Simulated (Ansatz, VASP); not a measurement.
BN: VASP and Ansatz over several settings

```
CELL_PARAMETERS angstrom
1.22558 0.70759 3.30408
-1.22558 0.70759 3.30408
0.00000 -1.41518 3.30408
ATOMIC_POSITIONS crystal
N 0.66724 0.66724 0.66724
B 0.00033 0.00033 0.00033
```

Single points on this cell with VASP 6.6.1 and Ansatz 0.2.0. Each row is one pair of runs. Alike in all rows: spin: off; smearing: fermi-dirac, width 0.05 eV.

```csv
level,k mesh,"VASP's potentials, cutoff","Ansatz's potentials, cutoff","gap on the k mesh at the Fermi level (eV), VASP","gap on the k mesh at the Fermi level (eV), Ansatz","least direct gap on the mesh (eV), VASP","least direct gap on the mesh (eV), Ansatz","pressure (GPa), VASP","pressure (GPa), Ansatz"
LDA,12 × 12 × 12,"VASP PAW LDA potentials, release 64 (N, B), 520 eV","Ansatz PAW, 420 eV",4.16,4.18,4.70,4.71,12.4,11.9
r2SCAN,12 × 12 × 12,"VASP PAW PBE potentials, release 64 (N, B), 520 eV","Ansatz PAW, 500 eV",?,4.88,?,5.50,?,16.6
PBE0,6 × 6 × 6,"VASP PAW PBE potentials, release 64 (N, B), 520 eV","Ansatz PAW, 420 eV",6.40,6.38,7.04,7.02,15.6,15.4
```

Question: Fill in what VASP gave in row 2.

Answer: gap on the k mesh at the Fermi level (eV): 4.92; least direct gap on the mesh (eV): 5.56; pressure (GPa): 17.0.

The k mesh is coarse in some rows, so the values compare programs but aren't converged.
